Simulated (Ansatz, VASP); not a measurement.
# In: VASP beside Ansatz

The input POSCAR:

```
In
1.0
   -1.8821514369      1.8821514369      1.8821514369
    1.8821514369     -1.8821514369      1.8821514369
    1.8821514369      1.8821514369     -1.8821514369
In
1
Direct
    0.0000000000      0.0000000000      0.0000000000
```

The input INCAR.step1:

```
SYSTEM = In
PREC = Accurate ; ENCUT = 550
ISMEAR = -1 ; SIGMA = 0.1
LREAL = .False. ; LASPH = .True.
NELM = 200 ; LNONCOLLINEAR = .True.
MAGMOM = 0 0 0 ; LSORBIT = .True.
GGA_COMPAT = .False. ; NBANDS = 24
GGA = PE ; ALGO = Normal
EDIFF = 1E-5 ; LWAVE = .True.
LCHARG = .False.
```

Contents of INCAR.step2:

```
SYSTEM = In
PREC = Accurate ; ENCUT = 550
EDIFF = 1E-6 ; ISMEAR = -1
SIGMA = 0.1 ; LREAL = .False.
LASPH = .True. ; NELM = 200
ALGO = Normal ; ISIF = 2
LWAVE = .False. ; LCHARG = .False.
LNONCOLLINEAR = .True. ; MAGMOM = 0 0 0
LORBIT = 11 ; LSORBIT = .True.
GGA_COMPAT = .False. ; LORBMOM = .True.
METAGGA = R2SCAN ; LMIXTAU = .True.
NBANDS = 24 ; ISTART = 1
```

KPOINTS

```
regular mesh
0
Gamma
  12 12 12
  0 0 0
```

Input for Ansatz:

```yaml
crystal:
  lattice:
    - [-1.8821514369, 1.8821514369, 1.8821514369]
    - [1.8821514369, -1.8821514369, 1.8821514369]
    - [1.8821514369, 1.8821514369, -1.8821514369]
  atoms:
    - { symbol: In, position: [0.0, 0.0, 0.0] }
hamiltonian:
  xc: r2scan
  pseudopotentials:
    kind: paw_fr
    azcp:
      In: "pseudopotentials/In.paw.azcp"
basis:
  ecutwfc: 500
  fft_grid_basis: typed
kpoints:
  mp_grid: { grid: [12, 12, 12], shift: [0, 0, 0] }
magnetization:
  noncollinear: true
  spin_orbit: true
scf:
  occupations: { method: fermi_dirac, width: 0.1 }
```

Alike in both runs: task single point; functional r2SCAN; k mesh 12 × 12 × 12; occupations fermi-dirac, width 0.1 eV; non-collinear spin, spin-orbit coupling.

```csv
,VASP,Ansatz
version,VASP 6.6.1,Ansatz 0.2.0
potentials or method,"VASP PAW PBE potentials, release 64 (In_d), cutoff 550 eV","plane waves (500 eV) with PAW, fully relativistic with spin-orbit coupling"
valence electrons in the cell,13,13
```

|  | VASP | Ansatz | Ansatz less VASP |
| --- | --- | --- | --- |
| net moment per atom (μB) | 0.00 | 0.00 | 0.000 |

VASP's potentials were made for PBE, not for r2SCAN.
